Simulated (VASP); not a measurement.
# Ge (Pm-3m) in VASP: a series of runs

Ge is run at these levels: PBE; tasks: single point.

All numbers are computed with VASP 6.6.1; they aren't measurements. Logs are shortened: lines on timing, memory, paths and dates and some standing lists are left out, and cuts for length are marked.

## 1. The cell of the first run

It takes space group Pm-3m (No. 221, cubic). Conventional cell: a = 2.711 Å, b = 2.711 Å, c = 2.711 Å, α = 90.00°, β = 90.00°, γ = 90.00°. Ge (site symmetry m-3m) has 6 Ge at 2.71 Å within 3.6 Å.

This isn't the form of Ge at room conditions, which is diamond.

## 2. Single point, PBE

File INCAR:

```
SYSTEM = Ge
PREC = Accurate
ENCUT = 520
EDIFF = 1E-6
ISMEAR = -1
SIGMA = 0.06122561905347299
LREAL = .False.
LASPH = .True.
NELM = 80
ALGO = Normal
ISIF = 2
LWAVE = .False.
LCHARG = .False.
GGA = PE
NBANDS = 13
```

File KPOINTS:

```
Automatic mesh
0
Gamma
  40 40 40
  0 0 0
```

File POSCAR:

```
Ge
1.0
    2.7110933620      0.0000000000      0.0000000000
    0.0000000000      2.7110933620      0.0000000000
    0.0000000000      0.0000000000      2.7110933620
Ge
1
Direct
    0.0000000000      0.0000000000      0.0000000000
```

Potentials or basis: VASP PAW PBE potentials, release 64 (Ge_d).

Command:

```bash
$ cat potpaw_PBE.64/Ge_d/POTCAR > POTCAR
$ mpirun -np 1 vasp_std > vasp.out
```

OUTCAR:

```text
SYSTEM = Ge
   PREC = Accurate
   ENCUT = 520
   EDIFF = 1E-6
   ISMEAR = -1
   LREAL = .False.
   LASPH = .True.
   NELM = 80
   ISIF = 2
   GGA = PE

 ion  position               nearest neighbor table
   1  0.000  0.000  0.000-

  LATTYP: Found a simple cubic cell.
 ALAT       =     2.7110933620

  Lattice vectors:

 A1 = (   2.7110933620,   0.0000000000,   0.0000000000)
 A2 = (   0.0000000000,   2.7110933620,   0.0000000000)
 A3 = (   0.0000000000,   0.0000000000,   2.7110933620)

Analysis of symmetry for initial positions (statically):
=====================================================================
 Subroutine PRICEL returns:
 Original cell was already a primitive cell.

 Routine SETGRP: Setting up the symmetry group for a
 simple cubic supercell.

 Subroutine GETGRP returns: Found 48 space group operations
 (whereof 48 operations were pure point group operations)
 out of a pool of 48 trial point group operations.

The static configuration has the point symmetry O_h .

Analysis of symmetry for dynamics (positions and initial velocities):
=====================================================================
 Subroutine PRICEL returns:
 Original cell was already a primitive cell.

 Routine SETGRP: Setting up the symmetry group for a
 simple cubic supercell.

 Subroutine GETGRP returns: Found 48 space group operations
 (whereof 48 operations were pure point group operations)
 out of a pool of 48 trial point group operations.

The dynamic configuration has the point symmetry O_h .

 Subroutine INISYM returns: Found 48 space group operations
 (whereof 48 operations are pure point group operations),
 and found     1 'primitive' translations

----------------------------------------------------------------------------------------

                                     Primitive cell

  volume of cell :      19.9266

  direct lattice vectors                    reciprocal lattice vectors
     2.711093362  0.000000000  0.000000000     0.368854874  0.000000000  0.000000000
     0.000000000  2.711093362  0.000000000     0.000000000  0.368854874  0.000000000
     0.000000000  0.000000000  2.711093362     0.000000000  0.000000000  0.368854874

  length of vectors
     2.711093362  2.711093362  2.711093362     0.368854874  0.368854874  0.368854874

  position of ions in fractional coordinates (direct lattice)
     0.000000000  0.000000000  0.000000000

  ion indices of the primitive-cell ions
   primitive index   ion index
                 1           1

----------------------------------------------------------------------------------------

 KPOINTS: Automatic mesh

Automatic generation of k-mesh.
 Grid dimensions read from file:
 generate k-points for:   40   40   40

 Generating k-lattice:

  Cartesian coordinates                     Fractional coordinates (reciprocal lattice)
     0.009221372  0.000000000  0.000000000     0.025000000  0.000000000  0.000000000
     0.000000000  0.009221372  0.000000000     0.000000000  0.025000000  0.000000000
     0.000000000  0.000000000  0.009221372     0.000000000  0.000000000  0.025000000

  Length of vectors
     0.009221372  0.009221372  0.009221372

  Shift w.r.t. Gamma in fractional coordinates (k-lattice)
     0.000000000  0.000000000  0.000000000

 Subroutine IBZKPT returns following result:
 ===========================================

 Found   1771 irreducible k-points:

 Following reciprocal coordinates:
            Coordinates               Weight
  0.000000  0.000000  0.000000      1.000000
  0.025000  0.000000  0.000000      6.000000
  0.050000  0.000000  0.000000      6.000000
  0.075000  0.000000  0.000000      6.000000
  0.100000  0.000000  0.000000      6.000000
  0.125000  0.000000  0.000000      6.000000
[... 16 lines left out ...]
  0.050000  0.025000  0.000000     24.000000
  0.075000  0.025000  0.000000     24.000000
 [... further k-points ...]
   k-points           NKPTS =   1771   k-points in BZ     NKDIM =   1771   number of bands    NBANDS=     13
   number of dos      NEDOS =    301   number of ions     NIONS =      1
   total plane-waves  NPLWV =   8000
   dimension x,y,z NGX =    20 NGY =   20 NGZ =   20
   dimension x,y,z NGXF=    40 NGYF=   40 NGZF=   40
   ions per type =               1
   NGX,Y,Z   is equivalent  to a cutoff of  12.26, 12.26, 12.26 a.u.
   NGXF,Y,Z  is equivalent  to a cutoff of  24.53, 24.53, 24.53 a.u.
 SYSTEM =  Ge
   PREC   = accura    normal or accurate (medium, high low for compatibility)
   ISTART =      0    job   : 0-new  1-cont  2-samecut
   ICHARG =      2    charge: 1-file 2-atom 10-const
   ISPIN  =      1    spin polarized calculation?
   LNONCOLLINEAR =      F non collinear calculations
   LSORBIT =      F    spin-orbit coupling
   LASPH  =      T    aspherical Exc in radial PAW
   ENCUT  =  520.0 eV  38.22 Ry    6.18 a.u.   5.04  5.04  5.04*2*pi/ulx,y,z
   NELM   =     80;   NELMIN=  2; NELMDL= -5     # of ELM steps
   EDIFF  = 0.1E-05   stopping-criterion for ELM
   LREAL  =      F    real-space projection
   EDIFFG = 0.1E-04   stopping-criterion for IOM
   NSW    =      0    number of steps for IOM
   IBRION =     -1    ionic relax: 0-MD 1-quasi-New 2-CG
   NFREE  =      0    steps in history (QN), initial steepest desc. (CG)
   ISIF   =      2    stress and relaxation
   ISYM   =      2    0-nonsym 1-usesym 2-fastsym
   POTIM  = 0.5000    time-step for ionic-motion
   TEBEG  =    0.0;   TEEND  =   0.0 temperature during run
   PSTRESS=    0.0 pullay stress
   NELECT =      14.0000    total number of electrons
   NUPDOWN=      -1.0000    fix difference up-down
   EMIN   =  10.00;   EMAX   =-10.00  energy-range for DOS
   EFERMI =   0.00;   METHOD = LEGACY
   ISMEAR =    -1;   SIGMA  =   0.06  broadening in eV -4-tet -1-fermi 0-gaus
   EFERMI_NEDOS =   21; number of points for ismear=-14 and -15
   IALGO  =     38    algorithm
   IMIX   =      4    mixing-type and parameters
     AMIX     =   0.40;   BMIX     =  1.00
     AMIX_MAG =   1.60;   BMIX_MAG =  1.00
  volume/ion in A,a.u.               =      19.93       134.47
  Fermi-wavevector in a.u.,A,eV,Ry     =   1.455369  2.750248 28.818474  2.118098
  Thomas-Fermi vector in A             =   2.572411
   LORBIT       =      0    0 simple, 1 ext, 2 COOP (PROOUT), +10 PAW based schemes
   GGA     = PE    functional components
   LHFCALC =     F    Hartree Fock is set to
   AEXX    =    0.0000 exact exchange contribution
   IVDW    =     0    specifies the selected vdW correction
   LEPSILON=     F    determine dielectric tensor
   LRPA    =     F    only Hartree local field effects (RPA)
 non-spin polarized calculation
  energy-cutoff  :      520.00
  volume of cell :       19.93
 maximum number of plane-waves:       554
   NGX = 11   NGY = 11   NGZ = 11

 number of electron      13.9999969 magnetization

 Free energy of the ion-electron system (eV)
  ---------------------------------------------------
  ext. energy  EPLUGINS =         0.00000000
  ---------------------------------------------------
  free energy    TOTEN  =        -4.27516363 eV

  energy without entropy =       -4.26924653  energy(sigma->0) =       -4.27220508

 E-fermi :   5.8993     XC(G=0): -10.9072

 val. band max:        5.8964584188   @ k =   0.4250   0.4250   0.3250
 cond. band min:       5.9024723327   @ k =   0.2500   0.1500   0.0750
 fundamental gap:      0.0060139139
 Fermi energy:         5.8992891886

 k-point     1 :       0.0000    0.0000    0.0000
  band No.  band energies     occupation
      1     -18.7607      2.00000
      2     -18.7607      2.00000
      3     -18.5180      2.00000
      4     -18.5180      2.00000
      5     -18.5180      2.00000
      6      -6.8163      2.00000
      7      12.4929      0.00000
      8      12.4929      0.00000
      9      12.4929      0.00000
     10      15.9291      0.00000
     11      15.9291      0.00000
     12      18.3361      0.00000
     13      34.5174      0.00000

 k-point     2 :       0.0250    0.0000    0.0000
  band No.  band energies     occupation
      1     -18.7606      2.00000
      2     -18.7595      2.00000
      3     -18.5184      2.00000
      4     -18.5184      2.00000
      5     -18.5180      2.00000
      6      -6.8041      2.00000
      7      12.2594      0.00000
      8      12.5047      0.00000
      9      12.5047      0.00000
     10      15.9400      0.00000
     11      16.1282      0.00000
     12      18.4024      0.00000
     13      33.7994      0.00000

 k-point     3 :       0.0500    0.0000    0.0000
  band No.  band energies     occupation
      1     -18.7604      2.00000
      2     -18.7560      2.00000
      3     -18.5195      2.00000
      4     -18.5195      2.00000
      5     -18.5179      2.00000
      6      -6.7675      2.00000
      7      11.6869      0.00000
      8      12.5399      0.00000
      9      12.5399      0.00000
     10      15.9727      0.00000
     11      16.5715      0.00000
     12      18.6269      0.00000
     13      32.8743      0.00000

 k-point     4 :       0.0750    0.0000    0.0000
  band No.  band energies     occupation
      1     -18.7600      2.00000
      2     -18.7503      2.00000
      3     -18.5215      2.00000
      4     -18.5215      2.00000
      5     -18.5177      2.00000
      6      -6.7065      2.00000
      7      10.9559      0.00000
      8      12.5983      0.00000
      9      12.5983      0.00000
     10      16.0270      0.00000
     11      17.0178      0.00000
     12      19.0696      0.00000
     13      31.9672      0.00000

 k-point     5 :       0.1000    0.0000    0.0000
  band No.  band energies     occupation
      1     -18.7595      2.00000
      2     -18.7425      2.00000
      3     -18.5241      2.00000
      4     -18.5241      2.00000
      5     -18.5175      2.00000
      6      -6.6212      2.00000
      7      10.1613      0.00000
      8      12.6797      0.00000
      9      12.6797      0.00000
     10      16.1031      0.00000
     11      17.3533      0.00000
     12      19.7483      0.00000
     13      31.0837      0.00000
[... 257 lines left out ...]
 k-point    22 :       0.0250    0.0250    0.0000
  band No.  band energies     occupation
      1     -18.7600      2.00000
      2     -18.7589      2.00000
      3     -18.5188      2.00000
      4     -18.5184      2.00000
      5     -18.5183      2.00000
      6      -6.7919      2.00000
      7      12.2310      0.00000
      8      12.3126      0.00000
      9      12.5164      0.00000
     10      16.0441      0.00000
     11      16.2367      0.00000
     12      18.4646      0.00000
     13      33.1565      0.00000

 k-point    23 :       0.0500    0.0250    0.0000
  band No.  band energies     occupation
      1     -18.7595      2.00000
      2     -18.7556      2.00000
      3     -18.5199      2.00000
      4     -18.5195      2.00000
      5     -18.5182      2.00000
      6      -6.7553      2.00000
      7      11.6924      0.00000
      8      12.3159      0.00000
      9      12.5516      0.00000
     10      16.1104      0.00000
     11      16.6563      0.00000
     12      18.6768      0.00000
     13      32.2882      0.00000

 k-point    24 :       0.0750    0.0250    0.0000
  band No.  band energies     occupation
      1     -18.7591      2.00000
      2     -18.7499      2.00000
      3     -18.5219      2.00000
      4     -18.5214      2.00000
      5     -18.5181      2.00000
      6      -6.6943      2.00000
      7      10.9643      0.00000
      8      12.3729      0.00000
      9      12.6101      0.00000
     10      16.1705      0.00000
     11      17.1125      0.00000
     12      19.1021      0.00000
     13      31.4094      0.00000

 [... further k-points ...]

------------------------ aborting loop because EDIFF is reached ----------------------------------------

  FORCE on cell =-STRESS in cart. coord.  units (eV):
  Direction    XX          YY          ZZ          XY          YZ          ZX
  --------------------------------------------------------------------------------------
  -------------------------------------------------------------------------------------
  Total       -0.0131215     -0.0131215     -0.0131215     -0.0000000     -0.0000000      0.0000000
  in kB       -1.0550206     -1.0550206     -1.0550206     -0.0000000     -0.0000000      0.0000000
  external PRESSURE =      -1.0550206 kB  Pullay stress =       0.0000000 kB

 VOLUME and BASIS-vectors are now :
 -----------------------------------------------------------------------------
  energy-cutoff  :      520.00
  volume of cell :       19.93
      direct lattice vectors                 reciprocal lattice vectors
     2.711093362  0.000000000  0.000000000     0.368854874  0.000000000  0.000000000
     0.000000000  2.711093362  0.000000000     0.000000000  0.368854874  0.000000000
     0.000000000  0.000000000  2.711093362     0.000000000  0.000000000  0.368854874

 POSITION                                       TOTAL-FORCE (eV/Angst)
 -----------------------------------------------------------------------------------
      0.00000      0.00000      0.00000         0.000000      0.000000      0.000000
 -----------------------------------------------------------------------------------
    total drift:                               -0.000000      0.000000      0.000000

  FREE ENERGIE OF THE ION-ELECTRON SYSTEM (eV)
  ---------------------------------------------------
  free  energy   TOTEN  =        -4.2751636305 eV

  energy  without entropy=       -4.2692465261  energy(sigma->0) =       -4.27220508
```

It took 91 s on 1 thread of Intel Xeon 6975P-C (Granite Rapids), shared host; peak memory 0.48 GiB.

What came out:

```yaml
Free_energy: -4.2752 eV
Pressure: -0.1 GPa
Band_gap_on_the_k_mesh: zero (bands 7 and 8 overlap by 9.10 eV)
```

Levels at points of the mesh, in eV from the Fermi level:
| k point | band 4 | band 5 | band 6 | band 7 | band 8 | band 9 | band 10 | band 11 |
| --- | --- | --- | --- | --- | --- | --- | --- | --- |
| (0.00, 0.00, 0.00) | -24.42 | -24.42 | -12.72 | 6.59 | 6.59 | 6.59 | 10.03 | 10.03 |
| (0.50, 0.00, 0.00) | -24.47 | -24.41 | -9.01 | -5.55 | 9.44 | 9.44 | 13.23 | 15.19 |
| (0.50, 0.50, 0.00) | -24.47 | -24.34 | -5.08 | -2.51 | -2.51 | 3.20 | 12.22 | 19.34 |
| (0.50, 0.50, 0.50) | -24.34 | -24.34 | -0.55 | 0.34 | 0.34 | 0.34 | 6.90 | 6.90 |

## 3. Single point, PBE

This run uses another cell than the first one, of 20.33 Å³/atom.

File INCAR:

```
  PREC = Accurate
  ENCUT = 520
  EDIFF = 1E-6
  ISMEAR = -1
  SIGMA = 0.06122561905347299
  LREAL = F
  LASPH = T
  NELM = 100
  ALGO = Normal
  ISIF = 2
  LWAVE = F
  LCHARG = F
  GGA = PE
  NBANDS = 13
```

File KPOINTS:

```
Automatic mesh
0
Gamma
  40 40 40
```

File POSCAR:

```
Ge
1.0
    2.7290481459      0.0000000000      0.0000000000
    0.0000000000      2.7290481459      0.0000000000
    0.0000000000      0.0000000000      2.7290481459
Ge
1
Direct
    0.0000000000      0.0000000000      0.0000000000
```

Potentials or basis: VASP PAW PBE potentials, release 64 (Ge_d).

Command:

```bash
$ cat potpaw_PBE.64/Ge_d/POTCAR > POTCAR
$ mpirun -np 1 vasp_std > vasp.out
```

OUTCAR:

```text
PREC = Accurate
   ENCUT = 520
   EDIFF = 1E-6
   ISMEAR = -1
   LREAL = F
   LASPH = T
   NELM = 100
   ISIF = 2
   GGA = PE

 ion  position               nearest neighbor table
   1  0.000  0.000  0.000-

  LATTYP: Found a simple cubic cell.
 ALAT       =     2.7290481459

  Lattice vectors:

 A1 = (   2.7290481459,   0.0000000000,   0.0000000000)
 A2 = (   0.0000000000,   2.7290481459,   0.0000000000)
 A3 = (   0.0000000000,   0.0000000000,   2.7290481459)

[... 559 lines left out ...]
     12      18.6933      0.00000
     13      30.9212      0.00000

 [... further k-points ...]

------------------------ aborting loop because EDIFF is reached ----------------------------------------

  FORCE on cell =-STRESS in cart. coord.  units (eV):
  Direction    XX          YY          ZZ          XY          YZ          ZX
  --------------------------------------------------------------------------------------
  -------------------------------------------------------------------------------------
  Total       -0.1754505     -0.1754505     -0.1754505      0.0000000      0.0000000      0.0000000
  in kB      -13.8303038    -13.8303038    -13.8303038      0.0000000      0.0000000      0.0000000
  external PRESSURE =     -13.8303038 kB  Pullay stress =       0.0000000 kB

 VOLUME and BASIS-vectors are now :
 -----------------------------------------------------------------------------
  energy-cutoff  :      520.00
  volume of cell :       20.33
      direct lattice vectors                 reciprocal lattice vectors
     2.729048146  0.000000000  0.000000000     0.366428127  0.000000000  0.000000000
     0.000000000  2.729048146  0.000000000     0.000000000  0.366428127  0.000000000
     0.000000000  0.000000000  2.729048146     0.000000000  0.000000000  0.366428127

 POSITION                                       TOTAL-FORCE (eV/Angst)
 -----------------------------------------------------------------------------------
      0.00000      0.00000      0.00000         0.000000      0.000000      0.000000
 -----------------------------------------------------------------------------------
    total drift:                                0.000000      0.000000      0.000000

  FREE ENERGIE OF THE ION-ELECTRON SYSTEM (eV)
  ---------------------------------------------------
  free  energy   TOTEN  =        -4.2737272589 eV

  energy  without entropy=       -4.2676581150  energy(sigma->0) =       -4.27069269
```

stdout:

```text
POSCAR found type information on POSCAR Ge
 POSCAR found :  1 types and       1 ions
 scaLAPACK will be used
 LDA part: xc-table for (Slater+PW92), standard interpolation
 POSCAR, INCAR and KPOINTS ok, starting setup
 FFT: planning ... GRIDC
 FFT: planning ... GRID_SOFT
 FFT: planning ... GRID
 WAVECAR not read
 entering main loop
```

Wall time 1.7 min (1 thread of Intel Xeon 6975P-C (Granite Rapids), shared host); peak memory 0.49 GiB.

Results:

- Free energy: -4.2737 eV
- Pressure: -1.4 GPa
- Band gap on the k mesh: zero (bands 7 and 8 overlap by 8.93 eV)

Levels at points of the mesh, in eV from the Fermi level:
```tsv
k point	band 4	band 5	band 6	band 7	band 8	band 9	band 10	band 11
(0.00, 0.00, 0.00)	-24.41	-24.41	-12.56	6.49	6.49	6.49	9.96	9.96
(0.50, 0.00, 0.00)	-24.46	-24.41	-8.95	-5.43	9.25	9.25	13.10	15.04
(0.50, 0.50, 0.00)	-24.47	-24.34	-5.12	-2.44	-2.44	3.25	11.95	19.16
(0.50, 0.50, 0.50)	-24.34	-24.34	-0.74	0.34	0.34	0.34	6.89	6.89
```
